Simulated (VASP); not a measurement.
# ZnS (P3m1) in VASP: single point with PBE+D3(BJ)

Aim: the single point of ZnS with PBE+D3(BJ).

All numbers are computed with VASP 6.6.1; they aren't measurements. Logs are shortened: lines on timing, memory, paths and dates and some standing lists are left out, and cuts for length are marked.

## (1) The cell of the first run

It takes space group P3m1 (No. 156, trigonal). The conventional cell has a = 3.800 Å, b = 3.800 Å, c = 24.857 Å, α = 90.00°, β = 90.00°, γ = 120.00°. Within 3.1 Å of Zn (site symmetry 3m) lie 4 S at 2.33 Å. Within 3.1 Å of Zn (site symmetry 3m) lie 4 S at 2.33 Å. Within 3.1 Å of Zn (site symmetry 3m) lie 4 S at 2.33 Å. Zn (site symmetry 3m) has 4 S at 2.33 Å within 3.1 Å. Zn (site symmetry 3m) has 4 S at 2.33 Å within 3.1 Å. Within 3.1 Å of Zn (site symmetry 3m) lie 4 S at 2.33 Å. Zn (site symmetry 3m) has 4 S at 2.33 Å within 3.1 Å. Within 3.1 Å of Zn (site symmetry 3m) lie 4 S at 2.33 Å.

## (2) Single point, PBE+D3(BJ)

Contents of INCAR:

```
SYSTEM = ZnS
PREC = Accurate
ENCUT = 520
EDIFF = 1E-6
ISMEAR = 0
SIGMA = 0.02
LREAL = Auto
LASPH = .TRUE.
NELM = 100
ALGO = Normal
ISIF = 2
LWAVE = .FALSE.
LCHARG = .FALSE.
GGA = PE
IVDW = 12
NBANDS = 86
```

Contents of KPOINTS:

```
regular mesh
0
G
  9 9 2
  0 0 0
```

Contents of POSCAR:

```
ZnS
1.0
    3.7995908824      0.0000000000      0.0000000000
   -1.8997954412      3.2905422282      0.0000000000
    0.0000000000      0.0000000000     24.8567588728
Zn S
8 8
Direct
    0.3333333333      0.6666666667      0.1252183359
    0.0000000000      0.0000000000      0.0003639095
    0.6666666667      0.3333333333      0.6247824652
    0.6666666667      0.3333333333      0.8752489802
    0.0000000000      0.0000000000      0.7498787758
    0.3333333333      0.6666666667      0.4998961474
    0.0000000000      0.0000000000      0.3750033971
    0.6666666667      0.3333333333      0.2501108217
    0.6666666667      0.3333333333      0.3437532171
    0.6666666667      0.3333333333      0.7184165801
    0.3333333333      0.6666666667      0.2188603036
    0.0000000000      0.0000000000      0.8436891776
    0.6666666667      0.3333333333      0.9690257321
    0.0000000000      0.0000000000      0.0939689887
    0.3333333333      0.6666666667      0.5935383347
    0.0000000000      0.0000000000      0.4686458334
```

Potentials or basis: VASP PAW PBE potentials, release 64 (Zn, S).

The run is started by

```sh
$ cat potpaw_PBE.64/Zn/POTCAR potpaw_PBE.64/S/POTCAR > POTCAR
$ mpirun -np 1 vasp_std > vasp.out
```

OUTCAR:

```text
SYSTEM = ZnS
   PREC = Accurate
   ENCUT = 520
   EDIFF = 1E-6
   ISMEAR = 0
   LREAL = Auto
   LASPH = .TRUE.
   NELM = 100
   ISIF = 2
   GGA = PE
   IVDW = 12
 IVDW          = 12

 ion  position               nearest neighbor table
   1  0.333  0.667  0.125-  14 2.33  14 2.33  14 2.33  11 2.33
   2  0.000  0.000  0.000-  14 2.33  13 2.33  13 2.33  13 2.33
   3  0.667  0.333  0.625-  15 2.33  15 2.33  15 2.33  10 2.33
   4  0.667  0.333  0.875-  12 2.33  12 2.33  12 2.33  13 2.33
   5  0.000  0.000  0.750-  10 2.33  10 2.33  10 2.33  12 2.33
   6  0.333  0.667  0.500-  16 2.33  16 2.33  16 2.33  15 2.33
[... 8 lines left out ...]
  15  0.333  0.667  0.594-   3 2.33   3 2.33   3 2.33   6 2.33
  16  0.000  0.000  0.469-   6 2.33   6 2.33   6 2.33   7 2.33

  LATTYP: Found a hexagonal cell.
 ALAT       =     3.7995908824
 C/A-ratio  =     6.5419566585

  Lattice vectors:

 A1 = (   3.7995908824,   0.0000000000,   0.0000000000)
 A2 = (  -1.8997954412,   3.2905422282,   0.0000000000)
 A3 = (   0.0000000000,   0.0000000000,  24.8567588728)

Analysis of symmetry for initial positions (statically):
=====================================================================
 Subroutine PRICEL returns:
 Original cell was already a primitive cell.

 Routine SETGRP: Setting up the symmetry group for a
 hexagonal supercell.

 Subroutine GETGRP returns: Found  6 space group operations
 (whereof  6 operations were pure point group operations)
 out of a pool of 24 trial point group operations.

The static configuration has the point symmetry C_3v.

Analysis of symmetry for dynamics (positions and initial velocities):
=====================================================================
 Subroutine PRICEL returns:
 Original cell was already a primitive cell.

 Routine SETGRP: Setting up the symmetry group for a
 hexagonal supercell.

 Subroutine GETGRP returns: Found  6 space group operations
 (whereof  6 operations were pure point group operations)
 out of a pool of 24 trial point group operations.

The dynamic configuration has the point symmetry C_3v.

 Subroutine INISYM returns: Found  6 space group operations
 (whereof  6 operations are pure point group operations),
 and found     1 'primitive' translations

----------------------------------------------------------------------------------------

                                     Primitive cell

  volume of cell :     310.7770

  direct lattice vectors                    reciprocal lattice vectors
     3.799590882  0.000000000  0.000000000     0.263186230  0.151950641  0.000000000
    -1.899795441  3.290542228  0.000000000     0.000000000  0.303901282  0.000000000
     0.000000000  0.000000000 24.856758873     0.000000000  0.000000000  0.040230507

  length of vectors
     3.799590882  3.799590882 24.856758873     0.303901282  0.303901282  0.040230507

  position of ions in fractional coordinates (direct lattice)
     0.333333333  0.666666667  0.125218336
     0.000000000  0.000000000  0.000363910
     0.666666667  0.333333333  0.624782465
     0.666666667  0.333333333  0.875248980
     0.000000000  0.000000000  0.749878776
     0.333333333  0.666666667  0.499896147
[... 8 lines left out ...]
     0.333333333  0.666666667  0.593538335
     0.000000000  0.000000000  0.468645833

  ion indices of the primitive-cell ions
   primitive index   ion index
                 1           1
                 2           2
                 3           3
                 4           4
                 5           5
                 6           6
[... 8 lines left out ...]
                15          15
                16          16

----------------------------------------------------------------------------------------

 KPOINTS: regular mesh

Automatic generation of k-mesh.
 Grid dimensions read from file:
 generate k-points for:    9    9    2

 Generating k-lattice:

  Cartesian coordinates                     Fractional coordinates (reciprocal lattice)
     0.029242914  0.016883405  0.000000000     0.111111111 -0.000000000  0.000000000
     0.000000000  0.033766809  0.000000000     0.000000000  0.111111111  0.000000000
     0.000000000  0.000000000  0.020115253     0.000000000  0.000000000  0.500000000

  Length of vectors
     0.033766809  0.033766809  0.020115253

  Shift w.r.t. Gamma in fractional coordinates (k-lattice)
     0.000000000  0.000000000  0.000000000

 Subroutine IBZKPT returns following result:
 ===========================================

 Found     24 irreducible k-points:

 Following reciprocal coordinates:
            Coordinates               Weight
  0.000000  0.000000  0.000000      1.000000
  0.111111  0.000000  0.000000      6.000000
  0.222222  0.000000  0.000000      6.000000
  0.333333  0.000000  0.000000      6.000000
  0.444444  0.000000  0.000000      6.000000
  0.111111  0.111111  0.000000      6.000000
[... 16 lines left out ...]
  0.333333  0.222222  0.500000     12.000000
  0.333333  0.333333  0.500000      2.000000
   k-points           NKPTS =     24   k-points in BZ     NKDIM =     24   number of bands    NBANDS=     86
   number of dos      NEDOS =    301   number of ions     NIONS =     16
   total plane-waves  NPLWV = 150528
   dimension x,y,z NGX =    28 NGY =   28 NGZ =  192
   dimension x,y,z NGXF=    56 NGYF=   56 NGZF=  384
   ions per type =               8   8
   NGX,Y,Z   is equivalent  to a cutoff of  12.25, 12.25, 12.84 a.u.
   NGXF,Y,Z  is equivalent  to a cutoff of  24.50, 24.50, 25.68 a.u.
 SYSTEM =  ZnS
   PREC   = accura    normal or accurate (medium, high low for compatibility)
   ISTART =      0    job   : 0-new  1-cont  2-samecut
   ICHARG =      2    charge: 1-file 2-atom 10-const
   ISPIN  =      1    spin polarized calculation?
   LNONCOLLINEAR =      F non collinear calculations
   LSORBIT =      F    spin-orbit coupling
   LASPH  =      T    aspherical Exc in radial PAW
   ENCUT  =  520.0 eV  38.22 Ry    6.18 a.u.   7.06  7.06 46.22*2*pi/ulx,y,z
   NELM   =    100;   NELMIN=  2; NELMDL= -5     # of ELM steps
   EDIFF  = 0.1E-05   stopping-criterion for ELM
   LREAL  =      T    real-space projection
   EDIFFG = 0.1E-04   stopping-criterion for IOM
   NSW    =      0    number of steps for IOM
   IBRION =     -1    ionic relax: 0-MD 1-quasi-New 2-CG
   NFREE  =      0    steps in history (QN), initial steepest desc. (CG)
   ISIF   =      2    stress and relaxation
   ISYM   =      2    0-nonsym 1-usesym 2-fastsym
   POTIM  = 0.5000    time-step for ionic-motion
   TEBEG  =    0.0;   TEEND  =   0.0 temperature during run
   PSTRESS=    0.0 pullay stress
   NELECT =     144.0000    total number of electrons
   NUPDOWN=      -1.0000    fix difference up-down
   EMIN   =  10.00;   EMAX   =-10.00  energy-range for DOS
   EFERMI =   0.00;   METHOD = LEGACY
   ISMEAR =     0;   SIGMA  =   0.02  broadening in eV -4-tet -1-fermi 0-gaus
   EFERMI_NEDOS =   21; number of points for ismear=-14 and -15
   IALGO  =     38    algorithm
   IMIX   =      4    mixing-type and parameters
     AMIX     =   0.40;   BMIX     =  1.00
     AMIX_MAG =   1.60;   BMIX_MAG =  1.00
  volume/ion in A,a.u.               =      19.42       131.08
  Fermi-wavevector in a.u.,A,eV,Ry     =   1.266814  2.393931 21.834858  1.604817
  Thomas-Fermi vector in A             =   2.399995
   LORBIT       =      0    0 simple, 1 ext, 2 COOP (PROOUT), +10 PAW based schemes
   GGA     = PE    functional components
   LHFCALC =     F    Hartree Fock is set to
   AEXX    =    0.0000 exact exchange contribution
   IVDW    =    12    specifies the selected vdW correction
   LEPSILON=     F    determine dielectric tensor
   LRPA    =     F    only Hartree local field effects (RPA)
 non-spin polarized calculation
 Gauss-broadening in eV      SIGMA  =   0.02
  energy-cutoff  :      520.00
  volume of cell :      310.78
 maximum number of plane-waves:      8433
   NGX = 15   NGY = 15   NGZ = 93

 number of electron     143.9999940 magnetization

 Free energy of the ion-electron system (eV)
  ---------------------------------------------------
  ext. energy  EPLUGINS =         0.00000000
  ---------------------------------------------------
  free energy    TOTEN  =       -54.69939344 eV

  energy without entropy =      -54.69939344  energy(sigma->0) =      -54.69939344

 E-fermi :   2.3853     XC(G=0):  -9.7008

 val. band max:        2.2627060347   @ k =   0.0000   0.0000   0.0000
 cond. band min:       4.4579282013   @ k =   0.0000   0.0000   0.0000
 fundamental gap:      2.1952221666
 Fermi energy:         2.3852682671

 k-point     1 :       0.0000    0.0000    0.0000
  band No.  band energies     occupation
      1     -10.9951      2.00000
      2     -10.8777      2.00000
      3     -10.8704      2.00000
      4     -10.5600      2.00000
      5     -10.5596      2.00000
      6     -10.2057      2.00000
[... 76 lines left out ...]
     83       8.6048      0.00000
     84       8.6048      0.00000

 k-point     2 :       0.1111    0.0000    0.0000
  band No.  band energies     occupation
      1     -10.9099      2.00000
      2     -10.7963      2.00000
      3     -10.7890      2.00000
      4     -10.4903      2.00000
      5     -10.4883      2.00000
      6     -10.1503      2.00000
[... 1903 lines left out ...]
     83       8.1299      0.00000
     84       8.2036      0.00000

 k-point    24 :       0.3333    0.3333    0.5000
  band No.  band energies     occupation
      1      -9.8030      2.00000
      2      -9.8023      2.00000
      3      -9.8011      2.00000
      4      -9.7998      2.00000
      5      -9.7992      2.00000
      6      -9.7989      2.00000
[... 76 lines left out ...]
     83       8.5903      0.00000
     84       8.5911      0.00000
 [bands above 84 left out]

------------------------ aborting loop because EDIFF is reached ----------------------------------------

 Edisp (eV)   -5.01394

 E8    (eV) :    -1.9725

  FORCE on cell =-STRESS in cart. coord.  units (eV):
  Direction    XX          YY          ZZ          XY          YZ          ZX
  --------------------------------------------------------------------------------------
  -------------------------------------------------------------------------------------
  Total       1.04558     1.04558     1.05635     0.00000     0.00000    -0.00000
  in kB       5.39038     5.39038     5.44588     0.00000     0.00000    -0.00000
  external pressure =        5.41 kB  Pullay stress =        0.00 kB

 VOLUME and BASIS-vectors are now :
 -----------------------------------------------------------------------------
  energy-cutoff  :      520.00
  volume of cell :      310.78
      direct lattice vectors                 reciprocal lattice vectors
     3.799590882  0.000000000  0.000000000     0.263186230  0.151950641  0.000000000
    -1.899795441  3.290542228  0.000000000     0.000000000  0.303901282  0.000000000
     0.000000000  0.000000000 24.856758873     0.000000000  0.000000000  0.040230507

 POSITION                                       TOTAL-FORCE (eV/Angst)
 -----------------------------------------------------------------------------------
     -0.00000      2.19369      3.11252        -0.000000      0.000000     -0.000052
      0.00000      0.00000      0.00905         0.000000      0.000000      0.001151
      1.89980      1.09685     15.53007         0.000000      0.000000      0.000209
      1.89980      1.09685     21.75585         0.000000     -0.000000     -0.001367
      0.00000      0.00000     18.63956        -0.000000     -0.000000     -0.000254
     -0.00000      2.19369     12.42580        -0.000000      0.000000     -0.000214
[... 8 lines left out ...]
     -0.00000      2.19369     14.75344         0.000000     -0.000000     -0.000054
      0.00000      0.00000     11.64902         0.000000     -0.000000      0.000193
 -----------------------------------------------------------------------------------
    total drift:                               -0.000002     -0.000006      0.004787

  FREE ENERGIE OF THE ION-ELECTRON SYSTEM (eV)
  ---------------------------------------------------
  free  energy   TOTEN  =       -59.7133361885 eV

  energy  without entropy=      -59.7133361885  energy(sigma->0) =      -59.71333619
```

Wall time 9.4 min (1 thread of Intel Xeon 6975P-C (Granite Rapids), shared host); peak memory 0.62 GiB.

Results:

* Free energy: -59.7133 eV
* Pressure: 0.5 GPa
* Band gap on the k mesh: 2.20 eV, direct
* Dispersion energy per atom: -0.313 eV

Forces on the atoms (eV/Å):
```
Zn   0.000  0.000  0.000
Zn   0.000  0.000  0.001
Zn   0.000  0.000  0.000
Zn   0.000  0.000 -0.001
Zn   0.000  0.000  0.000
Zn   0.000  0.000  0.000
Zn   0.000  0.000  0.000
Zn   0.000  0.000  0.000
S    0.000  0.000  0.000
S    0.000  0.000  0.002
S    0.000  0.000  0.000
S    0.000  0.000  0.002
S    0.000  0.000 -0.001
S    0.000  0.000 -0.003
S    0.000  0.000  0.000
S    0.000  0.000  0.000
```
